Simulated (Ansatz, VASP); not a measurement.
**Two plane-wave programs on Al3Cu**

File INCAR:

```
SYSTEM = Al3Cu
PREC = Accurate
ENCUT = 520
EDIFF = 1E-6
ISMEAR = 0
SIGMA = 0.1
LREAL = .False.
LASPH = .True.
NELM = 60
ALGO = Normal
ISIF = 2
LWAVE = .False.
LCHARG = .False.
GGA = PS
NBANDS = 18
```

KPOINTS

```
regular mesh
0
Gamma
  12 12 12
  0 0 0
```

Contents of POSCAR:

```
Al3Cu
1.0
    4.0733079795      0.0000000000      0.0000000000
    0.0000000000      4.0733079795      0.0000000000
    0.0000000000      0.0000000000      4.0733079795
Al Cu
3 1
Direct
    0.0000000000      0.5000000000      0.5000000000
    0.5000000000      0.0000000000      0.5000000000
    0.5000000000      0.5000000000      0.0000000000
    0.0000000000      0.0000000000      0.0000000000
```

Input for Ansatz:

```yaml
crystal:
  lattice:
    - [4.0733079795, 0.0, 0.0]
    - [0.0, 4.0733079795, 0.0]
    - [0.0, 0.0, 4.0733079795]
  atoms:
    - { symbol: Al, position: [0.0, 0.5, 0.5] }
    - { symbol: Al, position: [0.5, 0.0, 0.5] }
    - { symbol: Al, position: [0.5, 0.5, 0.0] }
    - { symbol: Cu, position: [0.0, 0.0, 0.0] }
basis:
  ecutwfc: 420
kpoints:
  mp_grid: { grid: [12, 12, 12] }
hamiltonian:
  xc: pbesol
scf:
  occupations: { method: gaussian, width: 0.1 }
output:
  forces: true
  stress: true
  eigenvalues: true
```

Alike in both runs: task single point; functional PBEsol; k mesh 12 × 12 × 12; occupations gaussian, width 0.1 eV; no spin polarisation.

|  | VASP | Ansatz |
| --- | --- | --- |
| version | VASP 6.6.1 | Ansatz 0.2.0 |
| potentials or method | VASP PAW PBE potentials, release 64 (Al, Cu), cutoff 520 eV | scalar-relativistic, plane waves, PAW |
| valence electrons in the cell | 20 | 28 |

```tsv
	VASP	Ansatz	Ansatz less VASP
gap on the k mesh at the Fermi level (eV)	none	none	-
pressure (GPa)	-10.1	-10.2	-0.13
```

VASP's potentials were made for PBE, not for PBEsol. A gap of «none» marks a metal or a gap that the smearing closes. VASP's potentials hold 20 valence electrons a cell and Ansatz's 28, so a difference there can come from the potentials and not from the codes.
